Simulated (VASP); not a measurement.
**C18Se: single point with PBE**

Slab: C18Se, a slab with vacuum.

```
CELL_PARAMETERS angstrom
7.39800 0.00000 0.00000
-3.69900 6.40686 0.00000
0.00000 0.00000 12.00000
ATOMIC_POSITIONS crystal
C 0.00085 0.99920 0.07684
C 0.21860 0.10661 0.08370
C 0.99540 0.32977 0.08367
C 0.21982 0.44561 0.10327
C 0.99929 0.66613 0.07837
C 0.22222 0.77833 0.07878
C 0.33202 0.99829 0.07880
C 0.55495 0.11047 0.07838
C 0.33441 0.33101 0.10321
C 0.55880 0.44680 0.08371
C 0.33563 0.67001 0.08367
C 0.55337 0.77739 0.07684
C 0.66520 0.00022 0.07457
C 0.88802 0.11203 0.07682
C 0.66713 0.33340 0.07880
C 0.88709 0.44319 0.07878
C 0.66621 0.66456 0.07686
C 0.88903 0.77638 0.07460
Se 0.27677 0.38843 0.27034
```

- Program: VASP 6.6.1
- Task: single point
- Functional: PBE
- Potentials or basis: VASP PAW PBE potentials, release 64 (C, Se)
- Cutoff: 520 eV
- k mesh: 2 × 2 × 1
- Occupations: fermi-dirac, width 0.02 eV
- Spin: no spin polarisation

The largest force is 0.039 eV/Å and the band gap on the k mesh is 0.30 eV, direct.

Forces in eV/Å, atoms in the order of the input:
```
C   -0.004 -0.005 -0.005
C   -0.002  0.018 -0.005
C    0.018  0.007 -0.003
C   -0.018  0.007 -0.011
C    0.010 -0.002  0.002
C   -0.001 -0.004  0.000
C    0.004 -0.002 -0.003
C   -0.006  0.006  0.006
C    0.010 -0.006  0.006
C   -0.017 -0.003 -0.004
C    0.007 -0.011 -0.001
C   -0.002  0.005 -0.004
C    0.007 -0.014 -0.006
C   -0.011 -0.002  0.000
C   -0.004 -0.006 -0.006
C    0.002  0.004 -0.001
C    0.005  0.001 -0.002
C   -0.010  0.005 -0.001
Se   0.013  0.001  0.037
```

Levels at points of the mesh, in eV from the valence-band top:
```csv
k point,band 36,band 37,band 38,band 39,band 40,band 41,band 42,band 43
"(0.00, 0.00, 0.00)",-1.67,-0.94,-0.83,0.00,0.30,0.79,2.07,3.54
"(0.50, 0.00, 0.00)",-2.51,-2.28,-0.84,-0.81,1.00,1.93,2.54,2.59
"(0.00, 0.50, 0.00)",-2.51,-2.28,-0.84,-0.81,1.00,1.93,2.54,2.59
"(0.50, 0.50, 0.00)",-2.54,-2.35,-0.82,-0.50,0.50,2.21,2.44,2.66
```

Wall time 4.4 min on 1 thread of Intel(R) Xeon(R) Platinum 8259CL CPU @ 2.50GHz (Skylake/Cascade Lake) (shared host), peak memory 0.59 GiB.

Caveat: the k points lie up to 0.49 Å⁻¹ apart.
